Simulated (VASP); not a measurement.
# FeSi (series) (P2_13) in VASP: notebook

The runs below take FeSi (series) through single point, with PBE.

Everything below comes from runs of VASP 6.6.1. Logs are shortened: lines on timing, memory, paths and dates and some standing lists are left out, and cuts for length are marked.

## (1) The cell of the first run

Symmetry: P2_13, No. 198, cubic system. Conventional cell: a = 4.551 Å, b = 4.551 Å, c = 4.551 Å, α = 90.00°, β = 90.00°, γ = 90.00°. Within 3.1 Å of Fe (site symmetry 3) lie 7 Si at 2.32 to 2.55 Å and 6 Fe at 2.79 Å. Within 3.1 Å of Si (site symmetry 3) lie 7 Fe at 2.32 to 2.55 Å and 6 Si at 2.82 Å.

## (2) Single point, PBE

File INCAR:

```
SYSTEM = FeSi
  ALGO = Normal
  EDIFF = 1E-7
  ENCUT = 520
  GGA = PE
  ISIF = 2
  ISMEAR = 0
  LASPH = .True.
  LCHARG = .False.
  LREAL = .False.
  LWAVE = .False.
  NBANDS = 34
  NELM = 100
  PREC = Accurate
  SIGMA = 0.01
```

File KPOINTS:

```
k-points
0
Gamma
  4 4 4
  0 0 0
```

File POSCAR:

```
FeSi
1.0
    4.5507000000      0.0000000000      0.0000000000
    0.0000000000      4.5507000000      0.0000000000
    0.0000000000      0.0000000000      4.5507000000
Fe Si
4 4
Direct
    0.1365200000      0.1365200000      0.1365200000
    0.3634800000      0.8634800000      0.6365200000
    0.6365200000      0.3634800000      0.8634800000
    0.8634800000      0.6365200000      0.3634800000
    0.8424000000      0.8424000000      0.8424000000
    0.6576000000      0.1576000000      0.3424000000
    0.3424000000      0.6576000000      0.1576000000
    0.1576000000      0.3424000000      0.6576000000
```

Potentials or basis: VASP PAW PBE potentials, release 64 (Fe, Si).

On the command line:

```
$ cat potpaw_PBE.64/Fe/POTCAR potpaw_PBE.64/Si/POTCAR > POTCAR
$ mpirun -np 1 vasp_std > vasp.out
```

OUTCAR:

```text
SYSTEM = FeSi
   EDIFF = 1E-7
   ENCUT = 520
   GGA = PE
   ISIF = 2
   ISMEAR = 0
   LASPH = .True.
   LREAL = .False.
   NELM = 100
   PREC = Accurate

 ion  position               nearest neighbor table
   1  0.137  0.137  0.137-   5 2.32   6 2.37   7 2.37   8 2.37   7 2.55   8 2.55   6 2.55   3 2.79
                             4 2.79   2 2.79   2 2.79   4 2.79   3 2.79
   2  0.363  0.863  0.637-   6 2.32   5 2.37   7 2.37   8 2.37   7 2.55   8 2.55   5 2.55   1 2.79
                             1 2.79   3 2.79   3 2.79   4 2.79   4 2.79
   3  0.637  0.363  0.863-   7 2.32   6 2.37   5 2.37   8 2.37   8 2.55   6 2.55   5 2.55   1 2.79
                             4 2.79   2 2.79   2 2.79   4 2.79   1 2.79
   4  0.863  0.637  0.363-   8 2.32   6 2.37   7 2.37   5 2.37   6 2.55   5 2.55   7 2.55   1 2.79
                             3 2.79   2 2.79   1 2.79   2 2.79   3 2.79
   5  0.842  0.842  0.842-   1 2.32   2 2.37   3 2.37   4 2.37   3 2.55   4 2.55   2 2.55   6 2.82
                             7 2.82   8 2.82   6 2.82   8 2.82   7 2.82
   6  0.658  0.158  0.342-   2 2.32   1 2.37   3 2.37   4 2.37   3 2.55   4 2.55   1 2.55   8 2.82
                             5 2.82   5 2.82   7 2.82   7 2.82   8 2.82
   7  0.342  0.658  0.158-   3 2.32   2 2.37   1 2.37   4 2.37   4 2.55   2 2.55   1 2.55   8 2.82
                             5 2.82   8 2.82   6 2.82   6 2.82   5 2.82
   8  0.158  0.342  0.658-   4 2.32   2 2.37   3 2.37   1 2.37   2 2.55   1 2.55   3 2.55   7 2.82
                             5 2.82   7 2.82   5 2.82   6 2.82   6 2.82

  LATTYP: Found a simple cubic cell.
 ALAT       =     4.5507000000

  Lattice vectors:

 A1 = (   4.5507000000,   0.0000000000,   0.0000000000)
 A2 = (   0.0000000000,   4.5507000000,   0.0000000000)
 A3 = (   0.0000000000,   0.0000000000,   4.5507000000)

Analysis of symmetry for initial positions (statically):
=====================================================================
 Subroutine PRICEL returns:
 Original cell was already a primitive cell.

 Routine SETGRP: Setting up the symmetry group for a
 simple cubic supercell.

 Subroutine GETGRP returns: Found 12 space group operations
 (whereof  3 operations were pure point group operations)
 out of a pool of 48 trial point group operations.

The static configuration has the point symmetry C_3 .
 The point group associated with its full space group is T   .

Analysis of symmetry for dynamics (positions and initial velocities):
=====================================================================
 Subroutine PRICEL returns:
 Original cell was already a primitive cell.

 Routine SETGRP: Setting up the symmetry group for a
 simple cubic supercell.

 Subroutine GETGRP returns: Found 12 space group operations
 (whereof  3 operations were pure point group operations)
 out of a pool of 48 trial point group operations.

The dynamic configuration has the point symmetry C_3 .
 The point group associated with its full space group is T   .

 Subroutine INISYM returns: Found 12 space group operations
 (whereof  3 operations are pure point group operations),
 and found     1 'primitive' translations

----------------------------------------------------------------------------------------

                                     Primitive cell

  volume of cell :      94.2399

  direct lattice vectors                    reciprocal lattice vectors
     4.550700000  0.000000000  0.000000000     0.219746413  0.000000000  0.000000000
     0.000000000  4.550700000  0.000000000     0.000000000  0.219746413  0.000000000
     0.000000000  0.000000000  4.550700000     0.000000000  0.000000000  0.219746413

  length of vectors
     4.550700000  4.550700000  4.550700000     0.219746413  0.219746413  0.219746413

  position of ions in fractional coordinates (direct lattice)
     0.136520000  0.136520000  0.136520000
     0.363480000  0.863480000  0.636520000
     0.636520000  0.363480000  0.863480000
     0.863480000  0.636520000  0.363480000
     0.842400000  0.842400000  0.842400000
     0.657600000  0.157600000  0.342400000
     0.342400000  0.657600000  0.157600000
     0.157600000  0.342400000  0.657600000

  ion indices of the primitive-cell ions
   primitive index   ion index
                 1           1
                 2           2
                 3           3
                 4           4
                 5           5
                 6           6
                 7           7
                 8           8

----------------------------------------------------------------------------------------

 KPOINTS: k-points

Automatic generation of k-mesh.
 Grid dimensions read from file:
 generate k-points for:    4    4    4

 Generating k-lattice:

  Cartesian coordinates                     Fractional coordinates (reciprocal lattice)
     0.054936603  0.000000000  0.000000000     0.250000000  0.000000000  0.000000000
     0.000000000  0.054936603  0.000000000     0.000000000  0.250000000  0.000000000
     0.000000000  0.000000000  0.054936603     0.000000000  0.000000000  0.250000000

  Length of vectors
     0.054936603  0.054936603  0.054936603

  Shift w.r.t. Gamma in fractional coordinates (k-lattice)
     0.000000000  0.000000000  0.000000000

 Subroutine IBZKPT returns following result:
 ===========================================

 Found     11 irreducible k-points:

 Following reciprocal coordinates:
            Coordinates               Weight
  0.000000  0.000000  0.000000      1.000000
  0.250000  0.000000  0.000000      6.000000
  0.500000  0.000000  0.000000      3.000000
  0.250000  0.250000  0.000000     12.000000
  0.500000  0.250000  0.000000      6.000000
 -0.250000  0.500000  0.000000      6.000000
  0.500000  0.500000  0.000000      3.000000
  0.250000  0.250000  0.250000      8.000000
  0.500000  0.250000  0.250000     12.000000
  0.500000  0.500000  0.250000      6.000000
  0.500000  0.500000  0.500000      1.000000
   k-points           NKPTS =     11   k-points in BZ     NKDIM =     11   number of bands    NBANDS=     34
   number of dos      NEDOS =    301   number of ions     NIONS =      8
   total plane-waves  NPLWV =  46656
   dimension x,y,z NGX =    36 NGY =   36 NGZ =   36
   dimension x,y,z NGXF=    72 NGYF=   72 NGZF=   72
   ions per type =               4   4
   NGX,Y,Z   is equivalent  to a cutoff of  13.15, 13.15, 13.15 a.u.
   NGXF,Y,Z  is equivalent  to a cutoff of  26.30, 26.30, 26.30 a.u.
 SYSTEM =  FeSi
   PREC   = accura    normal or accurate (medium, high low for compatibility)
   ISTART =      0    job   : 0-new  1-cont  2-samecut
   ICHARG =      2    charge: 1-file 2-atom 10-const
   ISPIN  =      1    spin polarized calculation?
   LNONCOLLINEAR =      F non collinear calculations
   LSORBIT =      F    spin-orbit coupling
   LASPH  =      T    aspherical Exc in radial PAW
   ENCUT  =  520.0 eV  38.22 Ry    6.18 a.u.   8.46  8.46  8.46*2*pi/ulx,y,z
   NELM   =    100;   NELMIN=  2; NELMDL= -5     # of ELM steps
   EDIFF  = 0.1E-06   stopping-criterion for ELM
   LREAL  =      F    real-space projection
   EDIFFG = 0.1E-05   stopping-criterion for IOM
   NSW    =      0    number of steps for IOM
   IBRION =     -1    ionic relax: 0-MD 1-quasi-New 2-CG
   NFREE  =      0    steps in history (QN), initial steepest desc. (CG)
   ISIF   =      2    stress and relaxation
   ISYM   =      2    0-nonsym 1-usesym 2-fastsym
   POTIM  = 0.5000    time-step for ionic-motion
   TEBEG  =    0.0;   TEEND  =   0.0 temperature during run
   PSTRESS=    0.0 pullay stress
   NELECT =      48.0000    total number of electrons
   NUPDOWN=      -1.0000    fix difference up-down
   EMIN   =  10.00;   EMAX   =-10.00  energy-range for DOS
   EFERMI =   0.00;   METHOD = LEGACY
   ISMEAR =     0;   SIGMA  =   0.01  broadening in eV -4-tet -1-fermi 0-gaus
   EFERMI_NEDOS =   21; number of points for ismear=-14 and -15
   IALGO  =     38    algorithm
   IMIX   =      4    mixing-type and parameters
     AMIX     =   0.40;   BMIX     =  1.00
     AMIX_MAG =   1.60;   BMIX_MAG =  1.00
  volume/ion in A,a.u.               =      11.78        79.50
  Fermi-wavevector in a.u.,A,eV,Ry     =   1.307406  2.470639 23.256570  1.709310
  Thomas-Fermi vector in A             =   2.438142
   LORBIT       =      0    0 simple, 1 ext, 2 COOP (PROOUT), +10 PAW based schemes
   GGA     = PE    functional components
   LHFCALC =     F    Hartree Fock is set to
   AEXX    =    0.0000 exact exchange contribution
   IVDW    =     0    specifies the selected vdW correction
   LEPSILON=     F    determine dielectric tensor
   LRPA    =     F    only Hartree local field effects (RPA)
 non-spin polarized calculation
 Gauss-broadening in eV      SIGMA  =   0.01
  energy-cutoff  :      520.00
  volume of cell :       94.24
 maximum number of plane-waves:      2560
 NGX is ok and might be reduce to    36
   NGX = 17   NGY = 17   NGZ = 17

 number of electron      47.9999995 magnetization

 Free energy of the ion-electron system (eV)
  ---------------------------------------------------
  ext. energy  EPLUGINS =         0.00000000
  ---------------------------------------------------
  free energy    TOTEN  =       -58.49537395 eV

  energy without entropy =      -58.49537395  energy(sigma->0) =      -58.49537395

 E-fermi :   8.9350     XC(G=0): -12.4634

 val. band max:        8.8712685524   @ k =   0.5000   0.0000   0.0000
 cond. band min:       9.0132745853   @ k =   0.2500   0.2500   0.0000
 fundamental gap:      0.1420060329
 Fermi energy:         8.9349916548

 k-point     1 :       0.0000    0.0000    0.0000
  band No.  band energies     occupation
      1      -3.8569      2.00000
      2       1.2618      2.00000
      3       1.2618      2.00000
      4       1.2618      2.00000
      5       4.0947      2.00000
      6       4.0947      2.00000
[... 26 lines left out ...]
     33      12.8538      0.00000
     34      12.8538      0.00000

 k-point     2 :       0.2500    0.0000    0.0000
  band No.  band energies     occupation
      1      -3.4213      2.00000
      2      -0.3815      2.00000
      3       1.5287      2.00000
      4       2.2337      2.00000
      5       3.4247      2.00000
      6       4.3099      2.00000
[... 26 lines left out ...]
     33      13.2400      0.00000
     34      13.2625      0.00000

 k-point     3 :       0.5000    0.0000    0.0000
  band No.  band energies     occupation
      1      -2.1772      2.00000
      2      -2.1772      2.00000
      3       2.2017      2.00000
      4       2.2017      2.00000
      5       3.7403      2.00000
      6       3.7403      2.00000
[... 26 lines left out ...]
     33      13.5075      0.00000
     34      13.5075      0.00000

 k-point     4 :       0.2500    0.2500    0.0000
  band No.  band energies     occupation
      1      -2.9957      2.00000
      2      -0.3977      2.00000
      3       0.6090      2.00000
      4       2.3067      2.00000
      5       3.4776      2.00000
      6       3.7649      2.00000
[... 26 lines left out ...]
     33      13.0111      0.00000
     34      13.3559      0.00000

 k-point     5 :       0.5000    0.2500    0.0000
  band No.  band energies     occupation
      1      -1.7962      2.00000
      2      -1.7962      2.00000
      3       1.2203      2.00000
      4       1.2203      2.00000
      5       4.0213      2.00000
      6       4.0213      2.00000
[... 140 lines left out ...]
 k-point     9 :       0.5000    0.2500    0.2500
  band No.  band energies     occupation
      1      -1.4294      2.00000
      2      -1.4294      2.00000
      3       1.0580      2.00000
      4       1.0580      2.00000
      5       2.8828      2.00000
      6       2.8828      2.00000
[... 26 lines left out ...]
     33      14.0039      0.00000
     34      14.0039      0.00000

 k-point    10 :       0.5000    0.5000    0.2500
  band No.  band energies     occupation
      1      -0.7328      2.00000
      2      -0.7328      2.00000
      3       0.2456      2.00000
      4       0.2456      2.00000
      5       2.9800      2.00000
      6       2.9800      2.00000
[... 26 lines left out ...]
     33      14.5578      0.00000
     34      14.5578      0.00000

 k-point    11 :       0.5000    0.5000    0.5000
  band No.  band energies     occupation
      1       0.0634      2.00000
      2       0.0634      2.00000
      3       0.0634      2.00000
      4       0.0634      2.00000
      5       2.7182      2.00000
      6       2.7182      2.00000
[... 26 lines left out ...]
     33      14.6396      0.00000
     34      14.6396      0.00000

------------------------ aborting loop because EDIFF is reached ----------------------------------------

  FORCE on cell =-STRESS in cart. coord.  units (eV):
  Direction    XX          YY          ZZ          XY          YZ          ZX
  --------------------------------------------------------------------------------------
  -------------------------------------------------------------------------------------
  Total       -8.0336927     -8.0336927     -8.0336927     -0.0000000      0.0000000      0.0000000
  in kB     -136.5812799   -136.5812799   -136.5812799     -0.0000000      0.0000000      0.0000000
  external PRESSURE =    -136.5812799 kB  Pullay stress =       0.0000000 kB

 VOLUME and BASIS-vectors are now :
 -----------------------------------------------------------------------------
  energy-cutoff  :      520.00
  volume of cell :       94.24
      direct lattice vectors                 reciprocal lattice vectors
     4.550700000  0.000000000  0.000000000     0.219746413  0.000000000  0.000000000
     0.000000000  4.550700000  0.000000000     0.000000000  0.219746413  0.000000000
     0.000000000  0.000000000  4.550700000     0.000000000  0.000000000  0.219746413

 POSITION                                       TOTAL-FORCE (eV/Angst)
 -----------------------------------------------------------------------------------
      0.62126      0.62126      0.62126        -0.136729     -0.136729     -0.136729
      1.65409      3.92944      2.89661         0.136729      0.136729     -0.136729
      2.89661      1.65409      3.92944        -0.136729      0.136729      0.136729
      3.92944      2.89661      1.65409         0.136729     -0.136729      0.136729
      3.83351      3.83351      3.83351        -0.161658     -0.161658     -0.161658
      2.99254      0.71719      1.55816         0.161658      0.161658     -0.161658
      1.55816      2.99254      0.71719        -0.161658      0.161658      0.161658
      0.71719      1.55816      2.99254         0.161658     -0.161658      0.161658
 -----------------------------------------------------------------------------------
    total drift:                               -0.000001     -0.000001      0.000000

  FREE ENERGIE OF THE ION-ELECTRON SYSTEM (eV)
  ---------------------------------------------------
  free  energy   TOTEN  =       -58.4953739550 eV

  energy  without entropy=      -58.4953739550  energy(sigma->0) =      -58.49537395
```

It took 28 s on 1 thread of Intel Xeon Platinum 8488C (Sapphire Rapids), shared host; peak memory 0.2 GiB.

What came out:

```
Free energy            : -58.4954 eV
Pressure               : -13.7 GPa
Largest force          : 0.280 eV/Å
Band gap on the k mesh : 0.14 eV, indirect (least direct gap 0.16 eV)
```

Forces in eV/Å, atoms in the order of the input:
```
Fe  -0.137 -0.137 -0.137
Fe   0.137  0.137 -0.137
Fe  -0.137  0.137  0.137
Fe   0.137 -0.137  0.137
Si  -0.162 -0.162 -0.162
Si   0.162  0.162 -0.162
Si  -0.162  0.162  0.162
Si   0.162 -0.162  0.162
```

Levels at points of the mesh, in eV from the valence-band top:
| k point | band 22 | band 23 | band 24 | band 25 | band 26 | band 27 |
| --- | --- | --- | --- | --- | --- | --- |
| (0.00, 0.00, 0.00) | -0.25 | -0.02 | -0.02 | 0.58 | 0.58 | 0.58 |
| (0.50, 0.00, 0.00) | -0.32 | 0.00 | 0.00 | 0.17 | 0.17 | 1.57 |
| (0.50, 0.50, 0.00) | -0.92 | -0.31 | -0.31 | 0.58 | 0.58 | 1.16 |
| (0.50, 0.50, 0.50) | -0.60 | -0.60 | -0.60 | 0.44 | 0.44 | 0.44 |

A k mesh can miss the band edges. Spin polarisation is off, so any magnetic state and its effect on volume and gap are missing.

## (3) Single point, PBE

File INCAR:

```
SYSTEM = FeSi
ALGO = Normal ; EDIFF = 1E-6
ENCUT = 520 ; GGA = PE
ISIF = 2 ; ISMEAR = 0
LASPH = .TRUE. ; LCHARG = .FALSE.
LREAL = .FALSE. ; LWAVE = .FALSE.
NBANDS = 34 ; NELM = 60
PREC = Accurate ; SIGMA = 0.01
```

File KPOINTS:

```
k-points
0
G
  6 6 6
  0 0 0
```

POSCAR is that of step 2.

Potentials or basis: VASP PAW PBE potentials, release 64 (Fe, Si).

On the command line:

```
$ cat potpaw_PBE.64/Fe/POTCAR potpaw_PBE.64/Si/POTCAR > POTCAR
$ mpirun -np 1 vasp_std > vasp.out
```

Wall time 51 s (1 thread of Intel Xeon Platinum 8488C (Sapphire Rapids), shared host); peak memory 0.23 GiB.

The run converged. Its results:

```yaml
Free_energy: -58.4917 eV
Pressure: -13.7 GPa
Largest_force: 0.283 eV/Å
Band_gap_on_the_k_mesh: 0.14 eV, indirect (least direct gap 0.15 eV)
```

Forces on the atoms (eV/Å):
```
Fe  -0.137 -0.137 -0.137
Fe   0.137  0.137 -0.137
Fe  -0.137  0.137  0.137
Fe   0.137 -0.137  0.137
Si  -0.163 -0.163 -0.163
Si   0.163  0.163 -0.163
Si  -0.163  0.163  0.163
Si   0.163 -0.163  0.163
```

Levels at points of the mesh, in eV from the valence-band top:
| k point | band 21 | band 22 | band 23 | band 24 | band 25 | band 26 | band 27 | band 28 |
| --- | --- | --- | --- | --- | --- | --- | --- | --- |
| (0.00, 0.00, 0.00) | -0.25 | -0.25 | -0.03 | -0.03 | 0.57 | 0.57 | 0.57 | 2.68 |
| (0.50, 0.00, 0.00) | -0.33 | -0.33 | -0.01 | -0.01 | 0.17 | 0.17 | 1.56 | 1.56 |
| (0.50, 0.50, 0.00) | -0.92 | -0.92 | -0.31 | -0.31 | 0.57 | 0.57 | 1.16 | 1.16 |
| (0.50, 0.50, 0.50) | -0.61 | -0.61 | -0.61 | -0.61 | 0.44 | 0.44 | 0.44 | 0.44 |

(Part 1 of 2 ends here.)
